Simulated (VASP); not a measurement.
# La in VASP: notebook

Runs on La. Level: PBE. Tasks: single point.

Program: VASP 6.6.1. These are calculated values, not measurements. Logs are shortened: lines on timing, memory, paths and dates and some standing lists are left out, and cuts for length are marked.

## Step 1: The cell of the first run

The typed cell holds 2 atoms: a = 3.736 Å, b = 3.734 Å, c = 5.262 Å, α = 90.00°, β = 90.00°, γ = 90.00°.

The cell was built from a structure type or drawn by symmetry, and may not be a known phase.

## Step 2: Single point, PBE

INCAR

```
SYSTEM = La
PREC = Accurate ; ENCUT = 520
EDIFF = 1E-7 ; ISMEAR = 0
SIGMA = 0.1 ; LREAL = .FALSE.
LASPH = .TRUE. ; NELM = 60
ALGO = Fast ; ISIF = 2
LWAVE = .FALSE. ; LCHARG = .FALSE.
GGA = PE ; NBANDS = 18
```

KPOINTS

```
regular mesh
0
G
  6 6 4
  0 0 0
```

POSCAR

```
La
1.0
    3.7356591858      0.0000000000      0.0000000000
    0.0000000000      3.7335147844      0.0000000000
    0.0000000000      0.0000000000      5.2617341959
La
2
Direct
    0.0000000000      0.0000000000      0.2499847186
    0.5000000000      0.5000000000      0.7500152814
```

Potentials or basis: VASP PAW PBE potentials, release 64 (La).

Run with:

```sh
> cat potpaw_PBE.64/La/POTCAR > POTCAR
> mpirun -np 1 vasp_std > vasp.out
```

OUTCAR:

```text
SYSTEM = La
   PREC = Accurate
   ENCUT = 520
   EDIFF = 1E-7
   ISMEAR = 0
   LREAL = .FALSE.
   LASPH = .TRUE.
   NELM = 60
   ISIF = 2
   GGA = PE

 ion  position               nearest neighbor table
   1  0.000  0.000  0.250-
   2  0.500  0.500  0.750-

  LATTYP: Found a simple orthorhombic cell.
 ALAT       =     3.7335147844
 B/A-ratio  =     1.0005743653
 C/A-ratio  =     1.4093245908

  Lattice vectors:

 A1 = (   0.0000000000,  -3.7335147844,   0.0000000000)
 A2 = (   3.7356591858,   0.0000000000,   0.0000000000)
 A3 = (   0.0000000000,   0.0000000000,   5.2617341959)

Analysis of symmetry for initial positions (statically):
=====================================================================
 Subroutine PRICEL returns:
 Original cell was already a primitive cell.

 Routine SETGRP: Setting up the symmetry group for a
 simple orthorhombic supercell.

 Subroutine GETGRP returns: Found  8 space group operations
 (whereof  4 operations were pure point group operations)
 out of a pool of  8 trial point group operations.

The static configuration has the point symmetry C_2v.
 The point group associated with its full space group is D_2h.

Analysis of symmetry for dynamics (positions and initial velocities):
=====================================================================
 Subroutine PRICEL returns:
 Original cell was already a primitive cell.

 Routine SETGRP: Setting up the symmetry group for a
 simple orthorhombic supercell.

 Subroutine GETGRP returns: Found  8 space group operations
 (whereof  4 operations were pure point group operations)
 out of a pool of  8 trial point group operations.

The dynamic configuration has the point symmetry C_2v.
 The point group associated with its full space group is D_2h.

 Subroutine INISYM returns: Found  8 space group operations
 (whereof  4 operations are pure point group operations),
 and found     1 'primitive' translations

----------------------------------------------------------------------------------------

                                     Primitive cell

  volume of cell :      73.3861

  direct lattice vectors                    reciprocal lattice vectors
     3.735659186  0.000000000  0.000000000     0.267690373  0.000000000  0.000000000
     0.000000000  3.733514784  0.000000000     0.000000000  0.267844125  0.000000000
     0.000000000  0.000000000  5.261734196     0.000000000  0.000000000  0.190051409

  length of vectors
     3.735659186  3.733514784  5.261734196     0.267690373  0.267844125  0.190051409

  position of ions in fractional coordinates (direct lattice)
     0.000000000  0.000000000  0.249984719
     0.500000000  0.500000000  0.750015281

  ion indices of the primitive-cell ions
   primitive index   ion index
                 1           1
                 2           2

----------------------------------------------------------------------------------------

 KPOINTS: regular mesh

Automatic generation of k-mesh.
 Grid dimensions read from file:
 generate k-points for:    6    6    4

 Generating k-lattice:

  Cartesian coordinates                     Fractional coordinates (reciprocal lattice)
     0.044615062  0.000000000  0.000000000     0.166666667  0.000000000  0.000000000
     0.000000000  0.044640687  0.000000000     0.000000000  0.166666667  0.000000000
     0.000000000  0.000000000  0.047512852     0.000000000  0.000000000  0.250000000

  Length of vectors
     0.044615062  0.044640687  0.047512852

  Shift w.r.t. Gamma in fractional coordinates (k-lattice)
     0.000000000  0.000000000  0.000000000

 Subroutine IBZKPT returns following result:
 ===========================================

 Found     48 irreducible k-points:

 Following reciprocal coordinates:
            Coordinates               Weight
  0.000000  0.000000  0.000000      1.000000
  0.166667  0.000000  0.000000      2.000000
  0.333333  0.000000  0.000000      2.000000
  0.500000  0.000000  0.000000      1.000000
  0.000000  0.166667  0.000000      2.000000
  0.166667  0.166667  0.000000      4.000000
[... 16 lines left out ...]
  0.333333  0.166667  0.250000      8.000000
  0.500000  0.166667  0.250000      4.000000
 [... further k-points ...]
   k-points           NKPTS =     48   k-points in BZ     NKDIM =     48   number of bands    NBANDS=     18
   number of dos      NEDOS =    301   number of ions     NIONS =      2
   total plane-waves  NPLWV =  31360
   dimension x,y,z NGX =    28 NGY =   28 NGZ =   40
   dimension x,y,z NGXF=    56 NGYF=   56 NGZF=   80
   ions per type =               2
   NGX,Y,Z   is equivalent  to a cutoff of  12.46, 12.47, 12.64 a.u.
   NGXF,Y,Z  is equivalent  to a cutoff of  24.92, 24.94, 25.28 a.u.
 SYSTEM =  La
   PREC   = accura    normal or accurate (medium, high low for compatibility)
   ISTART =      0    job   : 0-new  1-cont  2-samecut
   ICHARG =      2    charge: 1-file 2-atom 10-const
   ISPIN  =      1    spin polarized calculation?
   LNONCOLLINEAR =      F non collinear calculations
   LSORBIT =      F    spin-orbit coupling
   LASPH  =      T    aspherical Exc in radial PAW
   ENCUT  =  520.0 eV  38.22 Ry    6.18 a.u.   6.95  6.94  9.78*2*pi/ulx,y,z
   NELM   =     60;   NELMIN=  2; NELMDL= -5     # of ELM steps
   EDIFF  = 0.1E-06   stopping-criterion for ELM
   LREAL  =      F    real-space projection
   EDIFFG = 0.1E-05   stopping-criterion for IOM
   NSW    =      0    number of steps for IOM
   IBRION =     -1    ionic relax: 0-MD 1-quasi-New 2-CG
   NFREE  =      0    steps in history (QN), initial steepest desc. (CG)
   ISIF   =      2    stress and relaxation
   ISYM   =      2    0-nonsym 1-usesym 2-fastsym
   POTIM  = 0.5000    time-step for ionic-motion
   TEBEG  =    0.0;   TEEND  =   0.0 temperature during run
   PSTRESS=    0.0 pullay stress
   NELECT =      22.0000    total number of electrons
   NUPDOWN=      -1.0000    fix difference up-down
   EMIN   =  10.00;   EMAX   =-10.00  energy-range for DOS
   EFERMI =   0.00;   METHOD = LEGACY
   ISMEAR =     0;   SIGMA  =   0.10  broadening in eV -4-tet -1-fermi 0-gaus
   EFERMI_NEDOS =   21; number of points for ismear=-14 and -15
   IALGO  =     68    algorithm
   IMIX   =      4    mixing-type and parameters
     AMIX     =   0.40;   BMIX     =  1.00
     AMIX_MAG =   1.60;   BMIX_MAG =  1.00
  volume/ion in A,a.u.               =      36.69       247.62
  Fermi-wavevector in a.u.,A,eV,Ry     =   1.095665  2.070506 16.333541  1.200481
  Thomas-Fermi vector in A             =   2.231993
   LORBIT       =      0    0 simple, 1 ext, 2 COOP (PROOUT), +10 PAW based schemes
   GGA     = PE    functional components
   LHFCALC =     F    Hartree Fock is set to
   AEXX    =    0.0000 exact exchange contribution
   IVDW    =     0    specifies the selected vdW correction
   LEPSILON=     F    determine dielectric tensor
   LRPA    =     F    only Hartree local field effects (RPA)
 non-spin polarized calculation
 RMM-DIIS sequential band-by-band and
 Gauss-broadening in eV      SIGMA  =   0.10
  energy-cutoff  :      520.00
  volume of cell :       73.39
 maximum number of plane-waves:      1992
 NGX is ok and might be reduce to    28

 number of electron      21.9999995 magnetization

 Free energy of the ion-electron system (eV)
  ---------------------------------------------------
  ext. energy  EPLUGINS =         0.00000000
  ---------------------------------------------------
  free energy    TOTEN  =        -9.79489140 eV

  energy without entropy =       -9.77859894  energy(sigma->0) =       -9.78674517

 E-fermi :   8.0044     XC(G=0):  -9.6086

 val. band max:        7.9906673585   @ k =   0.0000   0.3333   0.2500
 cond. band min:       8.0543146500   @ k =   0.1667   0.5000   0.2500
 fundamental gap:      0.0636472914
 Fermi energy:         8.0043736271

 k-point     1 :       0.0000    0.0000    0.0000
  band No.  band energies     occupation
      1     -24.8630      2.00000
      2     -24.5882      2.00000
      3      -9.1686      2.00000
      4      -8.3472      2.00000
      5      -8.3451      2.00000
      6      -7.8381      2.00000
[... 10 lines left out ...]
     17       9.8934      0.00000
     18       9.9054      0.00000

 k-point     2 :       0.1667    0.0000    0.0000
  band No.  band energies     occupation
      1     -24.8287      2.00000
      2     -24.5895      2.00000
      3      -9.0703      2.00000
      4      -8.5180      2.00000
      5      -8.2948      2.00000
      6      -8.0814      2.00000
[... 10 lines left out ...]
     17       9.8198      0.00000
     18       9.8521      0.00000

 k-point     3 :       0.3333    0.0000    0.0000
  band No.  band energies     occupation
      1     -24.7455      2.00000
      2     -24.6060      2.00000
      3      -8.8121      2.00000
      4      -8.8054      2.00000
      5      -8.5687      2.00000
      6      -8.1675      2.00000
[... 10 lines left out ...]
     17       9.6651      0.00000
     18       9.7963      0.00000

 k-point     4 :       0.5000    0.0000    0.0000
  band No.  band energies     occupation
      1     -24.6590      2.00000
      2     -24.6590      2.00000
      3      -8.8735      2.00000
      4      -8.8735      2.00000
      5      -8.4565      2.00000
      6      -8.4565      2.00000
[... 375 lines left out ...]
      4      -8.4846      2.00000
      5      -8.4626      2.00000
      6      -8.2305      2.00000
[... 10 lines left out ...]
     17       9.8566      0.00000
     18       9.8955      0.00000

 k-point    23 :       0.3333    0.1667    0.2500
  band No.  band energies     occupation
      1     -24.7017      2.00000
      2     -24.6159      2.00000
      3      -9.0096      2.00000
      4      -8.8229      2.00000
      5      -8.5187      2.00000
      6      -8.1740      2.00000
[... 10 lines left out ...]
     17       9.8137      0.00000
     18       9.8938      0.00000

 k-point    24 :       0.5000    0.1667    0.2500
  band No.  band energies     occupation
      1     -24.6416      2.00000
      2     -24.6416      2.00000
      3      -9.0662      2.00000
      4      -9.0662      2.00000
      5      -8.2887      2.00000
      6      -8.2887      2.00000
[... 10 lines left out ...]
     17       9.8783      0.00000
     18       9.8934      0.00000

 [... further k-points ...]

------------------------ aborting loop because EDIFF is reached ----------------------------------------

  FORCE on cell =-STRESS in cart. coord.  units (eV):
  Direction    XX          YY          ZZ          XY          YZ          ZX
  --------------------------------------------------------------------------------------
  -------------------------------------------------------------------------------------
  Total        0.0296203      0.0471363      0.0662114      0.0000000      0.0000000      0.0000000
  in kB        0.6466757      1.0290858      1.4455381      0.0000000      0.0000000      0.0000000
  external PRESSURE =       1.0404332 kB  Pullay stress =       0.0000000 kB

 VOLUME and BASIS-vectors are now :
 -----------------------------------------------------------------------------
  energy-cutoff  :      520.00
  volume of cell :       73.39
      direct lattice vectors                 reciprocal lattice vectors
     3.735659186  0.000000000  0.000000000     0.267690373  0.000000000  0.000000000
     0.000000000  3.733514784  0.000000000     0.000000000  0.267844125  0.000000000
     0.000000000  0.000000000  5.261734196     0.000000000  0.000000000  0.190051409

 POSITION                                       TOTAL-FORCE (eV/Angst)
 -----------------------------------------------------------------------------------
      0.00000      0.00000      1.31535         0.000000      0.000000     -0.000135
      1.86783      1.86676      3.94638         0.000000      0.000000      0.000135
 -----------------------------------------------------------------------------------
    total drift:                               -0.000000      0.000000      0.000000

  FREE ENERGIE OF THE ION-ELECTRON SYSTEM (eV)
  ---------------------------------------------------
  free  energy   TOTEN  =        -9.7948914004 eV

  energy  without entropy=       -9.7785989427  energy(sigma->0) =       -9.78674517
```

Run time: 2 min. Hardware: 1 thread of Intel Xeon 6975P-C (Granite Rapids), shared host; peak memory 0.22 GiB.

Results:

```
Free energy            : -9.7949 eV
Pressure               : 0.1 GPa
Band gap on the k mesh : zero (bands 11 and 12 overlap by 2.68 eV)
```

Levels at points of the mesh, in eV from the Fermi level:
| k point | band 8 | band 9 | band 10 | band 11 | band 12 | band 13 | band 14 | band 15 |
| --- | --- | --- | --- | --- | --- | --- | --- | --- |
| (0.00, 0.00, 0.00) | -15.84 | -3.19 | -2.03 | -1.44 | 1.30 | 1.49 | 1.78 | 1.80 |
| (0.50, 0.00, 0.00) | -16.02 | -0.40 | -0.40 | 0.22 | 0.22 | 0.29 | 0.29 | 1.65 |
| (0.00, 0.50, 0.00) | -16.03 | -0.40 | -0.40 | 0.22 | 0.22 | 0.29 | 0.29 | 1.64 |
| (0.50, 0.50, 0.00) | -16.34 | -2.03 | -2.03 | -1.43 | -1.43 | 1.90 | 1.90 | 1.90 |
| (0.00, 0.00, 0.50) | -16.10 | -1.47 | -1.47 | -0.51 | -0.51 | 1.08 | 1.08 | 1.77 |
| (0.50, 0.00, 0.50) | -16.02 | -1.74 | -1.74 | 1.25 | 1.27 | 1.28 | 1.32 | 1.32 |
| (0.00, 0.50, 0.50) | -16.02 | -1.74 | -1.74 | 1.25 | 1.27 | 1.29 | 1.31 | 1.31 |
| (0.50, 0.50, 0.50) | -16.39 | -0.84 | -0.84 | 0.42 | 0.42 | 0.43 | 0.43 | 1.33 |

Caveat: spin-orbit coupling is left out, which moves the levels of the heavy elements.

## Step 3: Single point, PBE

This run uses another cell than the first one: it holds 1 atom, not 2.

INCAR

```
SYSTEM = La
PREC = Accurate ; ENCUT = 520
EDIFF = 1E-6 ; ISMEAR = 0
SIGMA = 0.1 ; LREAL = .False.
LASPH = .True. ; NELM = 100
ALGO = Normal ; ISIF = 2
LWAVE = .False. ; LCHARG = .True.
GGA = PE ; LELF = .True.
LVHAR = .True. ; NBANDS = 12
```

KPOINTS

```
regular mesh
0
Gamma
  18 18 18
  0 0 0
```

POSCAR

```
La
1.0
    0.0000000000      2.6398052337      2.6398052337
    2.6398052337      0.0000000000      2.6398052337
    2.6398052337      2.6398052337      0.0000000000
La
1
Direct
    0.0000000000      0.0000000000      0.0000000000
```

Potentials or basis: VASP PAW PBE potentials, release 64 (La).

Run with:

```sh
> cat potpaw_PBE.64/La/POTCAR > POTCAR
> mpirun -np 1 vasp_std > vasp.out
```

Run time: 50 s. Hardware: 1 thread of Intel Xeon 6975P-C (Granite Rapids), shared host; peak memory 0.25 GiB.

The run converged. Its results:

```
Free energy            : -4.8846 eV
Pressure               : 0.1 GPa
Band gap on the k mesh : zero (an odd number of electrons rules out a gap without spin polarisation)
```

Levels at points of the mesh, in eV from the Fermi level:
| k point | band 1 | band 2 | band 3 | band 4 | band 5 | band 6 | band 7 | band 8 | band 9 | band 10 |
| --- | --- | --- | --- | --- | --- | --- | --- | --- | --- | --- |
| (0.00, 0.00, 0.00) | -32.84 | -15.82 | -15.82 | -15.82 | -3.17 | 1.32 | 1.50 | 1.50 | 1.50 | 1.83 |
| (0.50, 0.00, 0.00) | -32.64 | -17.24 | -16.00 | -16.00 | -1.71 | 1.29 | 1.29 | 1.34 | 1.86 | 1.86 |
| (0.50, 0.50, 0.00) | -32.57 | -17.14 | -16.33 | -16.33 | -1.99 | -1.40 | 1.92 | 1.92 | 1.92 | 1.93 |

Caveat: spin-orbit coupling is left out, which moves the levels of the heavy elements.
